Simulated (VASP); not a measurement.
CO2: relaxation of cell and atoms with PBEsol+D4

CO2:

```
CELL_PARAMETERS angstrom
-1.97473 1.97473 3.01406
1.97473 -1.97473 3.01406
1.97473 1.97473 -3.01406
ATOMIC_POSITIONS crystal
O 0.87500 0.95980 0.58480
O 0.37500 0.29020 0.41520
O 0.04020 0.62500 0.91520
O 0.70980 0.12500 0.08480
C 0.00000 0.00000 0.00000
C 0.75000 0.25000 0.50000
```

```
Program                : VASP 6.6.1
Task                   : relaxation of cell and atoms
Functional             : PBEsol
Dispersion             : D4
Potentials or basis    : VASP PAW PBE potentials, release 64 (O, C)
Cutoff                 : 600 eV
k mesh                 : 9 × 9 × 9
Occupations            : fermi-dirac, width 0.05 eV
Spin                   : no spin polarisation
Dipole correction      : no
Further INCAR settings : ALGO = Normal; EDIFF = 1e-06; IBRION = 2; EDIFFG = -0.01; NSW = 60; ISIF = 3
```

- Relaxed volume: 7.54 Å³/atom
- Relaxed cell: a = 4.053 Å, b = 4.053 Å, c = 4.053 Å, α = 122.42°, β = 122.42°, γ = 85.85°
- Space group after relaxing (to 0.1 Å): I-42d (No. 122)
- Energy gained by relaxing: 5.8 meV/atom
- Ionic steps: 9
- Pressure after relaxing: 0.0 GPa
- Largest force after relaxing: 0.004 eV/Å
- Band gap on the k mesh: 7.59 eV (least direct gap 7.98 eV)
- Dispersion energy per atom: -0.074 eV

Forces in eV/Å, atoms in the order of the input:
```
O    0.004  0.000  0.000
O   -0.004  0.000  0.000
O    0.000 -0.004  0.000
O    0.000  0.004  0.000
C    0.000  0.000  0.000
C    0.000  0.000  0.000
```

Stress tensor (GPa, compression positive):
```
-0.07  0.00  0.00
 0.00 -0.07  0.00
 0.00  0.00  0.02
```

Step by step:
```
step  energy change (eV)  largest force (eV/Å)  pressure (GPa)  volume (Å³)
   1              0.0000                0.1223           -6.70        47.01
   2              0.0072                0.7026            7.69        44.82
   3             -0.0234                0.2496           -0.34        45.97
   4             -0.0325                0.1066           -0.22        45.59
   5             -0.0341                0.0062           -0.12        45.34
   6             -0.0341                0.0113           -0.11        45.35
   7             -0.0344                0.0139            0.03        45.31
   8             -0.0346                0.0221            0.36        45.20
   9             -0.0347                0.0045           -0.04        45.23
```

Final structure:
```
O C
1.0
    -1.95189    1.95189    2.96785
     1.95189   -1.95189    2.96785
     1.95189    1.95189   -2.96785
O C
4 2
Cartesian
  1.2895 0.9759 3.7098
  0.6623 0.9759 0.7420
  2.9278 0.6623 -0.7420
  -0.9759 1.2895 2.2259
  0.0000 0.0000 0.0000
  0.0000 1.9519 1.4839
```

Levels at points of the mesh, in eV from the valence-band top:
```tsv
k point	band 13	band 14	band 15	band 16	band 17	band 18	band 19	band 20
(0.00, 0.00, 0.00)	-1.30	-0.85	-0.85	-0.40	7.59	9.48	9.48	9.48
```

Run time: 7 min on 1 thread of Oxide Virtual Turin-like Processor, with other jobs on the host, peak memory 0.21 GiB.

Caveat: the PAW data sets were made with another functional, which shifts forces and pressure a little. A k mesh can miss the band edges.
